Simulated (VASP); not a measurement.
Here is a VASP 6.6.1 calculation.

File INCAR:

```
SYSTEM = S
PREC = Accurate
ENCUT = 520
EDIFF = 1E-6
ISMEAR = -1
SIGMA = 0.1
LREAL = .FALSE.
LASPH = .TRUE.
NELM = 100
ALGO = Normal
ISIF = 2
LWAVE = .FALSE.
LCHARG = .TRUE.
GGA = PE
IVDW = 12
LELF = .TRUE.
LVHAR = .TRUE.
NBANDS = 9
```

File KPOINTS:

```
regular mesh
0
G
  15 15 15
  0 0 0
```

POSCAR

```
S
1.0
    1.6385000000      0.9459880000      0.8613330000
   -1.6385000000      0.9459880000      0.8613330000
    0.0000000000     -1.8919770000      0.8613330000
S
1
Direct
    0.0000000000      0.0000000000      0.0000000000
```

Potentials or basis: VASP PAW PBE potentials, release 64 (S).

Launch:

```console
$ cat potpaw_PBE.64/S/POTCAR > POTCAR
$ mpirun -np 1 vasp_std > vasp.out
```

(1) Predict the band gap on the k mesh.

(2) Estimate the dispersion energy per atom.

(3) Predict the pressure.

## Answers

(1) zero (band 3 reaches 29.09 eV, above the bottom of band 4 at 13.87 eV).

(2) -0.772 eV.

(3) 197.9 GPa.

Caveat: three body term missing; pairwise dispersion overbinds metals, which lowers pressure and volume.
